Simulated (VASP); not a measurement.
# InSb3 (Fm-3m) in VASP: further runs

InSb3 is run at these levels: PBE; tasks: single point.

Everything below comes from runs of VASP 6.6.1. Logs are shortened: lines on timing, memory, paths and dates and some standing lists are left out, and cuts for length are marked.

## (1) The cell of the first run

The structure is cubic, space group Fm-3m (No. 225). Conventional cell: a = 7.589 Å, b = 7.589 Å, c = 7.589 Å, α = 90.00°, β = 90.00°, γ = 90.00°. Within 4.3 Å of In (site symmetry m-3m) lie 14 Sb at 3.29 to 3.79 Å. Within 4.3 Å of Sb (site symmetry -43m) lie 4 In at 3.29 Å and 10 Sb at 3.29 to 3.79 Å. Sb (site symmetry m-3m) has 8 Sb at 3.29 Å and 6 In at 3.79 Å within 4.3 Å.

## (2) Single point, PBE

INCAR reads:

```
ALGO = Normal
EDIFF = 1E-6
ENCUT = 520
GGA = PE
ISIF = 2
ISMEAR = -1
LASPH = True
LCHARG = False
LREAL = False
LWAVE = False
NBANDS = 22
NELM = 80
PREC = Accurate
SIGMA = 0.05
```

KPOINTS reads:

```
k-points
0
Gamma
  5 5 5
```

POSCAR reads:

```
InSb3
1.0
    0.0000000000      3.7945550000      3.7945550000
    3.7945550000      0.0000000000      3.7945550000
    3.7945550000      3.7945550000      0.0000000000
In Sb
1 3
Direct
    0.0000000000      0.0000000000      0.0000000000
    0.2500000000      0.2500000000      0.2500000000
    0.7500000000      0.7500000000      0.7500000000
    0.5000000000      0.5000000000      0.5000000000
```

Potentials or basis: VASP PAW PBE potentials, release 64 (In_d, Sb).

Started as:

```console
$ cat potpaw_PBE.64/In_d/POTCAR potpaw_PBE.64/Sb/POTCAR > POTCAR
$ mpirun -np 1 vasp_std > vasp.out
```

OUTCAR:

```text
EDIFF = 1E-6
   ENCUT = 520
   GGA = PE
   ISIF = 2
   ISMEAR = -1
   LASPH = True
   LREAL = False
   NELM = 80
   PREC = Accurate

 ion  position               nearest neighbor table
   1  0.000  0.000  0.000-   2 3.29   3 3.29   3 3.29   3 3.29   3 3.29   2 3.29   2 3.29   2 3.29
                             4 3.79   4 3.79   4 3.79   4 3.79   4 3.79   4 3.79
   2  0.250  0.250  0.250-   1 3.29   4 3.29   1 3.29   1 3.29   1 3.29   4 3.29   4 3.29   4 3.29

   3  0.750  0.750  0.750-   1 3.29   4 3.29   4 3.29   4 3.29   4 3.29   1 3.29   1 3.29   1 3.29

   4  0.500  0.500  0.500-   2 3.29   3 3.29   2 3.29   2 3.29   2 3.29   3 3.29   3 3.29   3 3.29
                             1 3.79   1 3.79   1 3.79   1 3.79   1 3.79   1 3.79

  LATTYP: Found a face centered cubic cell.
 ALAT       =     7.5891100000

  Lattice vectors:

 A1 = (   0.0000000000,   3.7945550000,   3.7945550000)
 A2 = (   3.7945550000,   0.0000000000,   3.7945550000)
 A3 = (   3.7945550000,   3.7945550000,   0.0000000000)

Analysis of symmetry for initial positions (statically):
=====================================================================
 Subroutine PRICEL returns:
 Original cell was already a primitive cell.

 Routine SETGRP: Setting up the symmetry group for a
 face centered cubic supercell.

 Subroutine GETGRP returns: Found 48 space group operations
[... 9 lines left out ...]

 Routine SETGRP: Setting up the symmetry group for a
 face centered cubic supercell.

 Subroutine GETGRP returns: Found 48 space group operations
[... 11 lines left out ...]
                                     Primitive cell

  volume of cell :     109.2729

  direct lattice vectors                    reciprocal lattice vectors
     0.000000000  3.794555000  3.794555000    -0.131767757  0.131767757  0.131767757
     3.794555000  0.000000000  3.794555000     0.131767757 -0.131767757  0.131767757
     3.794555000  3.794555000  0.000000000     0.131767757  0.131767757 -0.131767757

  length of vectors
     5.366311144  5.366311144  5.366311144     0.228228449  0.228228449  0.228228449

  position of ions in fractional coordinates (direct lattice)
     0.000000000  0.000000000  0.000000000
     0.250000000  0.250000000  0.250000000
     0.750000000  0.750000000  0.750000000
     0.500000000  0.500000000  0.500000000

  ion indices of the primitive-cell ions
   primitive index   ion index
                 1           1
                 2           2
                 3           3
[... 52 lines left out ...]
   ISPIN  =      1    spin polarized calculation?
   LNONCOLLINEAR =      F non collinear calculations
   LSORBIT =      F    spin-orbit coupling
   LASPH  =      T    aspherical Exc in radial PAW
   ENCUT  =  520.0 eV  38.22 Ry    6.18 a.u.   9.98  9.98  9.98*2*pi/ulx,y,z
   NELM   =     80;   NELMIN=  2; NELMDL= -5     # of ELM steps
   EDIFF  = 0.1E-05   stopping-criterion for ELM
   LREAL  =      F    real-space projection
   EDIFFG = 0.1E-04   stopping-criterion for IOM
   NSW    =      0    number of steps for IOM
   IBRION =     -1    ionic relax: 0-MD 1-quasi-New 2-CG
   NFREE  =      0    steps in history (QN), initial steepest desc. (CG)
   ISIF   =      2    stress and relaxation
   ISYM   =      2    0-nonsym 1-usesym 2-fastsym
   POTIM  = 0.5000    time-step for ionic-motion
   TEBEG  =    0.0;   TEEND  =   0.0 temperature during run
   PSTRESS=    0.0 pullay stress
   NELECT =      28.0000    total number of electrons
   NUPDOWN=      -1.0000    fix difference up-down
   EMIN   =  10.00;   EMAX   =-10.00  energy-range for DOS
   EFERMI =   0.00;   METHOD = LEGACY
   ISMEAR =    -1;   SIGMA  =   0.05  broadening in eV -4-tet -1-fermi 0-gaus
   EFERMI_NEDOS =   21; number of points for ismear=-14 and -15
   IALGO  =     38    algorithm
   IMIX   =      4    mixing-type and parameters
     AMIX     =   0.40;   BMIX     =  1.00
     AMIX_MAG =   1.60;   BMIX_MAG =  1.00
  volume/ion in A,a.u.               =      27.32       184.35
  Fermi-wavevector in a.u.,A,eV,Ry     =   1.039816  1.964968 14.710866  1.081218
  Thomas-Fermi vector in A             =   2.174364
   LORBIT       =      0    0 simple, 1 ext, 2 COOP (PROOUT), +10 PAW based schemes
   GGA     = PE    functional components
   LHFCALC =     F    Hartree Fock is set to
   AEXX    =    0.0000 exact exchange contribution
   IVDW    =     0    specifies the selected vdW correction
   LEPSILON=     F    determine dielectric tensor
   LRPA    =     F    only Hartree local field effects (RPA)
 non-spin polarized calculation
  energy-cutoff  :      520.00
  volume of cell :      109.27
 maximum number of plane-waves:      2947
   NGX = 19   NGY = 19   NGZ = 19

 number of electron      27.9999991 magnetization

 Free energy of the ion-electron system (eV)
  ---------------------------------------------------
  ext. energy  EPLUGINS =         0.00000000
  ---------------------------------------------------
  free energy    TOTEN  =       -14.37699843 eV

  energy without entropy =      -14.35749858  energy(sigma->0) =      -14.36724851

 E-fermi :   7.6741     XC(G=0): -10.1387

 val. band max:        7.6646287401   @ k =  -0.4000   0.4000   0.0000
 cond. band min:       7.7406177597   @ k =   0.4000   0.4000   0.0000
 fundamental gap:      0.0759890196
 Fermi energy:         7.6741007024

 k-point     1 :       0.0000    0.0000    0.0000
  band No.  band energies     occupation
      1      -6.4576      2.00000
      2      -6.4576      2.00000
      3      -6.4576      2.00000
      4      -6.4262      2.00000
      5      -6.4262      2.00000
      6      -4.2712      2.00000
[... 239 lines left out ...]
     21      12.8360      0.00000
     22      14.9196      0.00000

------------------------ aborting loop because EDIFF is reached ----------------------------------------

  FORCE on cell =-STRESS in cart. coord.  units (eV):
  Direction    XX          YY          ZZ          XY          YZ          ZX
  --------------------------------------------------------------------------------------
  -------------------------------------------------------------------------------------
  Total       -0.1267631     -0.1267631     -0.1267631     -0.0000000     -0.0000000      0.0000000
  in kB       -1.8586218     -1.8586218     -1.8586218     -0.0000000     -0.0000000      0.0000000
  external PRESSURE =      -1.8586218 kB  Pullay stress =       0.0000000 kB

 VOLUME and BASIS-vectors are now :
 -----------------------------------------------------------------------------
  energy-cutoff  :      520.00
  volume of cell :      109.27
      direct lattice vectors                 reciprocal lattice vectors
     0.000000000  3.794555000  3.794555000    -0.131767757  0.131767757  0.131767757
     3.794555000  0.000000000  3.794555000     0.131767757 -0.131767757  0.131767757
     3.794555000  3.794555000  0.000000000     0.131767757  0.131767757 -0.131767757

 POSITION                                       TOTAL-FORCE (eV/Angst)
 -----------------------------------------------------------------------------------
      0.00000      0.00000      0.00000        -0.000000     -0.000000     -0.000000
      1.89728      1.89728      1.89728        -0.000000     -0.000000     -0.000000
      5.69183      5.69183      5.69183         0.000000      0.000000      0.000000
      3.79455      3.79455      3.79455        -0.000000     -0.000000     -0.000000
 -----------------------------------------------------------------------------------
    total drift:                               -0.000000      0.000000      0.000000

  FREE ENERGIE OF THE ION-ELECTRON SYSTEM (eV)
  ---------------------------------------------------
  free  energy   TOTEN  =       -14.3769984322 eV

  energy  without entropy=      -14.3574985838  energy(sigma->0) =      -14.36724851
```

Wall time 18 s (1 thread of Intel Xeon 6975P-C, shared host); peak memory 0.24 GiB.

What came out:

- Free energy: -14.3770 eV
- Pressure: -0.2 GPa
- Band gap on the k mesh: zero (band 14 reaches 8.33 eV, above the bottom of band 15 at 5.69 eV)

Caveat: spin-orbit coupling is left out, which moves the levels of the heavy elements.

## (3) Single point, PBE

INCAR reads:

```
SYSTEM = InSb3
PREC = Accurate ; ENCUT = 520
EDIFF = 1E-6 ; ISMEAR = -1
SIGMA = 0.05 ; LREAL = .FALSE.
LASPH = .TRUE. ; NELM = 80
ALGO = Normal ; ISIF = 2
LWAVE = .FALSE. ; LCHARG = .FALSE.
GGA = PE ; NBANDS = 22
```

KPOINTS reads:

```
regular mesh
0
G
  5 5 5
  0 0 0
```

POSCAR is that of step 2.

Potentials or basis: VASP PAW PBE potentials, release 64 (In_d, Sb).

Started as:

```console
$ cat potpaw_PBE.64/In_d/POTCAR potpaw_PBE.64/Sb/POTCAR > POTCAR
$ mpirun -np 1 vasp_std > vasp.out
```

Wall time 19 s (1 thread of Intel Xeon 6975P-C, shared host); peak memory 0.24 GiB.

It converged, with:

- Free energy: -14.3770 eV
- Pressure: -0.2 GPa
- Band gap on the k mesh: zero (band 14 reaches 8.33 eV, above the bottom of band 15 at 5.69 eV)

Levels at points of the mesh, in eV from the Fermi level:
```
           k point  band 11  band 12  band 13  band 14  band 15  band 16  band 17  band 18
(0.00, 0.00, 0.00)    -2.19    -2.08    -2.08    -2.08    -1.98    -0.37    -0.37    -0.37
```

Caveat: spin-orbit coupling is left out, which moves the levels of the heavy elements.
